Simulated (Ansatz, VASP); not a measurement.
# One calculation of I, two programs

INCAR

```
SYSTEM = I
  ALGO = Normal
  EDIFF = 1E-6
  ENCUT = 500
  GGA = PE
  GGA_COMPAT = .False.
  ISIF = 2
  ISMEAR = -1
  LASPH = .True.
  LCHARG = .True.
  LORBIT = 11
  LORBMOM = .True.
  LREAL = .False.
  LSORBIT = .True.
  LVHAR = .True.
  LWAVE = .False.
  MAGMOM = 0 0 0
  NBANDS = 18
  NELM = 200
  PREC = Accurate
  SIGMA = 0.15
```

File KPOINTS:

```
k-points
0
Gamma
  4 4 4
  0 0 0
```

File POSCAR:

```
I
1.0
    0.0000000000      2.5962000000      2.5962000000
    2.5962000000      0.0000000000      2.5962000000
    2.5962000000      2.5962000000      0.0000000000
I
1
Direct
    0.0000000000      0.0000000000      0.0000000000
```

Input for Ansatz:

```yaml
crystal:
  lattice:
    - [0, 2.5962, 2.5962]
    - [2.5962, 0, 2.5962]
    - [2.5962, 2.5962, 0]
  atoms:
    - { symbol: I, position: [0, 0, 0] }
kpoints:
  mp_grid: { grid: [4, 4, 4] }
hamiltonian:
  xc: pbe
  pseudopotentials: { kind: nc_fr }
scf:
  occupations: { method: fermi_dirac, width: 0.15 }
output:
  forces: true
  stress: true
  eigenvalues: true
magnetization:
  noncollinear: true
  spin_orbit: true
```

Alike in both runs: task single point; functional PBE; k mesh 4 × 4 × 4; occupations fermi-dirac, width 0.15 eV; non-collinear spin, spin-orbit coupling.

|  | VASP | Ansatz |
| --- | --- | --- |
| version | VASP 6.6.1 | Ansatz 0.2.0 development build |
| potentials or method | VASP PAW PBE potentials, release 64 (I) | plane waves, norm-conserving pseudopotentials |
| plane-wave cutoff (eV) | 500 | 952 |
| valence electrons in the cell | 7 | 7 |

```csv
,VASP,Ansatz,Ansatz less VASP
net moment per atom (μB),0.00,0.00,0.000
```

With one functional, cell and mesh, what is left measures potentials, basis and numerics.

The k mesh is coarse, so the values compare programs but aren't converged.
